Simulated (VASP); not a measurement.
A run of VASP 6.6.1 is set up as follows.

The input INCAR:

```
PREC = Accurate ; ENCUT = 520
EDIFF = 1E-6 ; ISMEAR = -1
SIGMA = 0.01 ; LREAL = Auto
LASPH = T ; NELM = 60
ALGO = Normal ; ISIF = 2
LWAVE = F ; LCHARG = F
GGA = PE ; IBRION = 2
NSW = 60 ; EDIFFG = -0.03
NELECT = 168.0
```

KPOINTS

```
Automatic mesh
0
Gamma
  3 3 3
```

File POSCAR:

```
Hf8O15
1.0
    0.0000000000      5.0321592200      5.0321592200
    5.0321592200      0.0000000000      5.0321592200
    5.0321592200      5.0321592200      0.0000000000
Hf O
8 15
Direct
    0.0000000000      0.0000000000      0.0000000000
    0.0000000000      0.0000000000      0.5000000000
    0.0000000000      0.5000000000      0.0000000000
    0.0000000000      0.5000000000      0.5000000000
    0.5000000000      0.0000000000      0.0000000000
    0.5000000000      0.0000000000      0.5000000000
    0.5000000000      0.5000000000      0.0000000000
    0.5000000000      0.5000000000      0.5000000000
    0.3750000000      0.3750000000      0.8750000000
    0.3750000000      0.8750000000      0.3750000000
    0.3750000000      0.8750000000      0.8750000000
    0.8750000000      0.3750000000      0.3750000000
    0.8750000000      0.3750000000      0.8750000000
    0.8750000000      0.8750000000      0.3750000000
    0.8750000000      0.8750000000      0.8750000000
    0.1250000000      0.1250000000      0.1250000000
    0.1250000000      0.1250000000      0.6250000000
    0.1250000000      0.6250000000      0.1250000000
    0.1250000000      0.6250000000      0.6250000000
    0.6250000000      0.1250000000      0.1250000000
    0.6250000000      0.1250000000      0.6250000000
    0.6250000000      0.6250000000      0.1250000000
    0.6250000000      0.6250000000      0.6250000000
```

Potentials or basis: VASP PAW PBE potentials, release 64 (Hf_pv, O).

Run with:

```bash
$ cat potpaw_PBE.64/Hf_pv/POTCAR potpaw_PBE.64/O/POTCAR > POTCAR
$ mpirun -np 1 vasp_std > vasp.out
```

What does it give for the energy gained by relaxing?

110.8 meV/atom.

Final structure:
```
Hf O
1.0
     0.00000    5.03216    5.03216
     5.03216    0.00000    5.03216
     5.03216    5.03216    0.00000
Hf O
8 15
Cartesian
  0.0306 0.0306 0.0306
  2.4855 2.4855 0.0306
  2.4855 0.0306 2.4855
  5.0861 7.4943 7.4943
  0.0306 2.4855 2.4855
  7.4943 5.0861 7.4943
  7.4943 7.4943 5.0861
  5.0861 5.0861 5.0861
  6.2902 6.2902 3.7583
  6.2902 3.7583 6.2902
  8.8221 6.2902 6.2902
  3.7583 6.2902 6.2902
  6.2902 8.8221 6.2902
  6.2902 6.2902 8.8221
  8.8063 8.8063 8.8063
  1.2580 1.2580 1.2580
  3.7741 3.7741 1.4911
  3.7741 1.4911 3.7741
  6.0572 3.7741 3.7741
  1.4911 3.7741 3.7741
  3.7741 6.0572 3.7741
  3.7741 3.7741 6.0572
  6.2902 6.2902 6.2902
```

Caveat: the cell carries a net charge on a neutralising background, which shifts energy and pressure; the cell differs from its parent crystal (atoms taken out).
